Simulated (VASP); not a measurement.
# MgTiN (P4/mmm) in VASP: single point with PBE

Aim: the single point of MgTiN with PBE.

Program: VASP 6.6.1. These are calculated values, not measurements. Logs are shortened: lines on timing, memory, paths and dates and some standing lists are left out, and cuts for length are marked.

## 1. The cell of the first run

Symmetry: P4/mmm, No. 123, tetragonal system. Conventional cell: a = 3.276 Å, b = 3.276 Å, c = 3.455 Å, α = 90.00°, β = 90.00°, γ = 90.00°. Mg (site symmetry 4/mmm) has 4 N at 2.32 Å and 8 Ti at 2.89 Å within 3.1 Å. Within 2.3 Å of Ti (site symmetry 4/mmm) lie 2 N at 1.73 Å. N (site symmetry 4/mmm) has 2 Ti at 1.73 Å within 2.3 Å.

## 2. Single point, PBE, collinear spin, ferromagnetic start

Input file INCAR:

```
  PREC = Accurate
  ENCUT = 520
  EDIFF = 1E-6
  ISMEAR = 0
  SIGMA = 0.1
  LREAL = F
  LASPH = T
  NELM = 150
  ALGO = Normal
  ISIF = 2
  LWAVE = F
  LCHARG = F
  ISPIN = 2
  MAGMOM = 0 1 0
  LORBIT = 11
  LMAXMIX = 4
  GGA = PE
  NBANDS = 20
```

Input file KPOINTS:

```
regular mesh
0
Gamma
  6 6 6
```

Input file POSCAR:

```
MgTiN
1.0
    3.2761055800      0.0000000000      0.0000000000
    0.0000000000      3.2761055800      0.0000000000
    0.0000000000      0.0000000000      3.4552949500
Mg Ti N
1 1 1
Direct
    0.0000000000      0.0000000000      0.0000000000
    0.5000000000      0.5000000000      0.5000000000
    0.5000000000      0.5000000000      0.0000000000
```

Potentials or basis: VASP PAW PBE potentials, release 64 (Mg, Ti_sv, N).

Command:

```sh
cat potpaw_PBE.64/Mg/POTCAR potpaw_PBE.64/Ti_sv/POTCAR potpaw_PBE.64/N/POTCAR > POTCAR
mpirun -np 1 vasp_std > vasp.out
```

OUTCAR:

```text
PREC = Accurate
   ENCUT = 520
   EDIFF = 1E-6
   ISMEAR = 0
   LREAL = F
   LASPH = T
   NELM = 150
   ISIF = 2
   ISPIN = 2
   LORBIT = 11
   GGA = PE

 ion  position               nearest neighbor table
   1  0.000  0.000  0.000-   3 2.32   3 2.32   3 2.32   3 2.32   2 2.89   2 2.89   2 2.89   2 2.89
                             2 2.89   2 2.89   2 2.89   2 2.89
   2  0.500  0.500  0.500-   3 1.73   3 1.73   1 2.89   1 2.89   1 2.89   1 2.89   1 2.89   1 2.89
                             1 2.89   1 2.89
   3  0.500  0.500  0.000-   2 1.73   2 1.73   1 2.32   1 2.32   1 2.32   1 2.32

  LATTYP: Found a simple tetragonal cell.
 ALAT       =     3.2761055800
 C/A-ratio  =     1.0546958471

  Lattice vectors:

 A1 = (   3.2761055800,   0.0000000000,   0.0000000000)
 A2 = (   0.0000000000,   3.2761055800,   0.0000000000)
 A3 = (   0.0000000000,   0.0000000000,   3.4552949500)

Analysis of symmetry for initial positions (statically):
=====================================================================
 Subroutine PRICEL returns:
 Original cell was already a primitive cell.

 Routine SETGRP: Setting up the symmetry group for a
 simple tetragonal supercell.

 Subroutine GETGRP returns: Found 16 space group operations
 (whereof 16 operations were pure point group operations)
 out of a pool of 16 trial point group operations.

The static configuration has the point symmetry D_4h.

Analysis of symmetry for dynamics (positions and initial velocities):
=====================================================================
 Subroutine PRICEL returns:
 Original cell was already a primitive cell.

 Routine SETGRP: Setting up the symmetry group for a
 simple tetragonal supercell.

 Subroutine GETGRP returns: Found 16 space group operations
 (whereof 16 operations were pure point group operations)
 out of a pool of 16 trial point group operations.

The dynamic configuration has the point symmetry D_4h.

Analysis of structural, dynamic, and magnetic symmetry:
=====================================================================
 Subroutine PRICEL returns:
 Original cell was already a primitive cell.

 Routine SETGRP: Setting up the symmetry group for a
 simple tetragonal supercell.

 Subroutine GETGRP returns: Found 16 space group operations
 (whereof 16 operations were pure point group operations)
 out of a pool of 16 trial point group operations.

The overall configuration has the point symmetry D_4h.

 Subroutine INISYM returns: Found 16 space group operations
 (whereof 16 operations are pure point group operations),
 and found     1 'primitive' translations

----------------------------------------------------------------------------------------

                                     Primitive cell

  volume of cell :      37.0852

  direct lattice vectors                    reciprocal lattice vectors
     3.276105580  0.000000000  0.000000000     0.305240468  0.000000000  0.000000000
     0.000000000  3.276105580  0.000000000     0.000000000  0.305240468  0.000000000
     0.000000000  0.000000000  3.455294950     0.000000000  0.000000000  0.289410894

  length of vectors
     3.276105580  3.276105580  3.455294950     0.305240468  0.305240468  0.289410894

  position of ions in fractional coordinates (direct lattice)
     0.000000000  0.000000000  0.000000000
     0.500000000  0.500000000  0.500000000
     0.500000000  0.500000000  0.000000000

  ion indices of the primitive-cell ions
   primitive index   ion index
                 1           1
                 2           2
                 3           3

----------------------------------------------------------------------------------------

 KPOINTS: regular mesh

Automatic generation of k-mesh.
 Grid dimensions read from file:
 generate k-points for:    6    6    6

 Generating k-lattice:

  Cartesian coordinates                     Fractional coordinates (reciprocal lattice)
     0.050873411  0.000000000  0.000000000     0.166666667  0.000000000  0.000000000
     0.000000000  0.050873411  0.000000000     0.000000000  0.166666667  0.000000000
     0.000000000  0.000000000  0.048235149     0.000000000  0.000000000  0.166666667

  Length of vectors
     0.050873411  0.050873411  0.048235149

  Shift w.r.t. Gamma in fractional coordinates (k-lattice)
     0.000000000  0.000000000  0.000000000

 Subroutine IBZKPT returns following result:
 ===========================================

 Found     40 irreducible k-points:

 Following reciprocal coordinates:
            Coordinates               Weight
  0.000000  0.000000  0.000000      1.000000
  0.166667  0.000000  0.000000      4.000000
  0.333333  0.000000  0.000000      4.000000
  0.500000  0.000000  0.000000      2.000000
  0.166667  0.166667  0.000000      4.000000
  0.333333  0.166667  0.000000      8.000000
[... 16 lines left out ...]
  0.333333  0.000000  0.333333      8.000000
  0.500000  0.000000  0.333333      4.000000
 [... further k-points ...]
   k-points           NKPTS =     40   k-points in BZ     NKDIM =     40   number of bands    NBANDS=     20
   number of dos      NEDOS =    301   number of ions     NIONS =      3
   total plane-waves  NPLWV =  16128
   dimension x,y,z NGX =    24 NGY =   24 NGZ =   28
   dimension x,y,z NGXF=    48 NGYF=   48 NGZF=   56
   ions per type =               1   1   1
   NGX,Y,Z   is equivalent  to a cutoff of  12.18, 12.18, 13.47 a.u.
   NGXF,Y,Z  is equivalent  to a cutoff of  24.36, 24.36, 26.94 a.u.
 SYSTEM =  unknown system
   PREC   = accura    normal or accurate (medium, high low for compatibility)
   ISTART =      0    job   : 0-new  1-cont  2-samecut
   ICHARG =      2    charge: 1-file 2-atom 10-const
   ISPIN  =      2    spin polarized calculation?
   LNONCOLLINEAR =      F non collinear calculations
   LSORBIT =      F    spin-orbit coupling
   LASPH  =      T    aspherical Exc in radial PAW
   ENCUT  =  520.0 eV  38.22 Ry    6.18 a.u.   6.09  6.09  6.42*2*pi/ulx,y,z
   NELM   =    150;   NELMIN=  2; NELMDL= -5     # of ELM steps
   EDIFF  = 0.1E-05   stopping-criterion for ELM
   LREAL  =      F    real-space projection
   EDIFFG = 0.1E-04   stopping-criterion for IOM
   NSW    =      0    number of steps for IOM
   IBRION =     -1    ionic relax: 0-MD 1-quasi-New 2-CG
   NFREE  =      0    steps in history (QN), initial steepest desc. (CG)
   ISIF   =      2    stress and relaxation
   ISYM   =      2    0-nonsym 1-usesym 2-fastsym
   POTIM  = 0.5000    time-step for ionic-motion
   TEBEG  =    0.0;   TEEND  =   0.0 temperature during run
   PSTRESS=    0.0 pullay stress
   NELECT =      19.0000    total number of electrons
   NUPDOWN=      -1.0000    fix difference up-down
   EMIN   =  10.00;   EMAX   =-10.00  energy-range for DOS
   EFERMI =   0.00;   METHOD = LEGACY
   ISMEAR =     0;   SIGMA  =   0.10  broadening in eV -4-tet -1-fermi 0-gaus
   EFERMI_NEDOS =   21; number of points for ismear=-14 and -15
   IALGO  =     38    algorithm
   IMIX   =      4    mixing-type and parameters
     AMIX     =   0.40;   BMIX     =  1.00
     AMIX_MAG =   1.60;   BMIX_MAG =  1.00
  volume/ion in A,a.u.               =      12.36        83.42
  Fermi-wavevector in a.u.,A,eV,Ry     =   1.309963  2.475471 23.347643  1.716003
  Thomas-Fermi vector in A             =   2.440526
   LORBIT       =     11    0 simple, 1 ext, 2 COOP (PROOUT), +10 PAW based schemes
   GGA     = PE    functional components
   LHFCALC =     F    Hartree Fock is set to
   AEXX    =    0.0000 exact exchange contribution
   IVDW    =     0    specifies the selected vdW correction
   LEPSILON=     F    determine dielectric tensor
   LRPA    =     F    only Hartree local field effects (RPA)
 spin polarized calculation
 Gauss-broadening in eV      SIGMA  =   0.10
  energy-cutoff  :      520.00
  volume of cell :       37.09
 maximum number of plane-waves:      1032
   NGX = 13   NGY = 13   NGZ = 13

 number of electron      19.0000004 magnetization       0.4411256

 Free energy of the ion-electron system (eV)
  ---------------------------------------------------
  ext. energy  EPLUGINS =         0.00000000
  ---------------------------------------------------
  free energy    TOTEN  =       -17.90341244 eV

  energy without entropy =      -17.89727277  energy(sigma->0) =      -17.90034261

 E-fermi :   7.2946     XC(G=0): -11.1118

 val. band max:        7.2813693128   @ k =   0.5000   0.1667   0.0000
 cond. band min:       7.3006851049   @ k =   0.3333   0.0000   0.1667
 fundamental gap:      0.0193157921
 Fermi energy:         7.2945714515

 spin component 1

 k-point     1 :       0.0000    0.0000    0.0000
  band No.  band energies     occupation
      1     -49.4443      1.00000
      2     -26.0837      1.00000
      3     -25.6956      1.00000
      4     -25.6956      1.00000
      5      -8.6089      1.00000
      6       2.3095      1.00000
[... 12 lines left out ...]
     19      17.3155      0.00000
[... 513 lines left out ...]
      4     -25.6733      1.00000
      5      -6.5410      1.00000
      6       0.3436      1.00000
[... 12 lines left out ...]
     19      19.6444      0.00000
     20      22.1023      0.00000

 [... further k-points ...]

 spin component 2

 k-point     1 :       0.0000    0.0000    0.0000
  band No.  band energies     occupation
      1     -49.1759      1.00000
      2     -25.9564      1.00000
      3     -25.3546      1.00000
      4     -25.3546      1.00000
      5      -8.6027      1.00000
      6       2.5363      1.00000
[... 12 lines left out ...]
     19      17.4256      0.00000
[... 513 lines left out ...]
      4     -25.3317      1.00000
      5      -6.5439      1.00000
      6       0.3978      1.00000
[... 12 lines left out ...]
     19      19.8159      0.00000
     20      22.2168      0.00000

 [... further k-points ...]

------------------------ aborting loop because EDIFF is reached ----------------------------------------

  FORCE on cell =-STRESS in cart. coord.  units (eV):
  Direction    XX          YY          ZZ          XY          YZ          ZX
  --------------------------------------------------------------------------------------
  -------------------------------------------------------------------------------------
  Total        0.5922349      0.5922349     29.0056209      0.0000000      0.0000000     -0.0000000
  in kB       25.5860751     25.5860751   1253.1176416      0.0000000      0.0000000     -0.0000000
  external PRESSURE =     434.7632639 kB  Pullay stress =       0.0000000 kB

 VOLUME and BASIS-vectors are now :
 -----------------------------------------------------------------------------
  energy-cutoff  :      520.00
  volume of cell :       37.09
      direct lattice vectors                 reciprocal lattice vectors
     3.276105580  0.000000000  0.000000000     0.305240468  0.000000000  0.000000000
     0.000000000  3.276105580  0.000000000     0.000000000  0.305240468  0.000000000
     0.000000000  0.000000000  3.455294950     0.000000000  0.000000000  0.289410894

 POSITION                                       TOTAL-FORCE (eV/Angst)
 -----------------------------------------------------------------------------------
      0.00000      0.00000      0.00000         0.000000      0.000000      0.000000
      1.63805      1.63805      1.72765         0.000000      0.000000      0.000000
      1.63805      1.63805      0.00000         0.000000      0.000000      0.000000
 -----------------------------------------------------------------------------------
    total drift:                                0.000000     -0.000000     -0.000000

  FREE ENERGIE OF THE ION-ELECTRON SYSTEM (eV)
  ---------------------------------------------------
  free  energy   TOTEN  =       -17.9034124449 eV

  energy  without entropy=      -17.8972727684  energy(sigma->0) =      -17.90034261

 total charge

# of ion       s       p       d       tot
------------------------------------------
    1        0.170   0.178   0.045   0.393
    2        2.278   6.366   2.195  10.839
    3        1.298   2.603   0.000   3.902
--------------------------------------------------
tot          3.747   9.147   2.240  15.134

 magnetization (x)

# of ion       s       p       d       tot
------------------------------------------
    1       -0.001   0.003   0.002   0.003
    2        0.003   0.010   0.287   0.300
    3       -0.001  -0.013   0.000  -0.014
--------------------------------------------------
tot          0.001  -0.000   0.289   0.290
```

Run time: 73 s. Hardware: 1 thread of Intel Xeon 8259CL, shared host; peak memory 0.19 GiB.

Results:

```
Free energy                                           : -17.9034 eV
Pressure                                              : 43.5 GPa
Net moment                                            : 0.44 μB per cell
Site moments                                          : Mg +0.00; Ti +0.30; N -0.01 μB
Valence electrons inside the program's atomic spheres : Mg 0.39; Ti 10.84; N 3.90
```
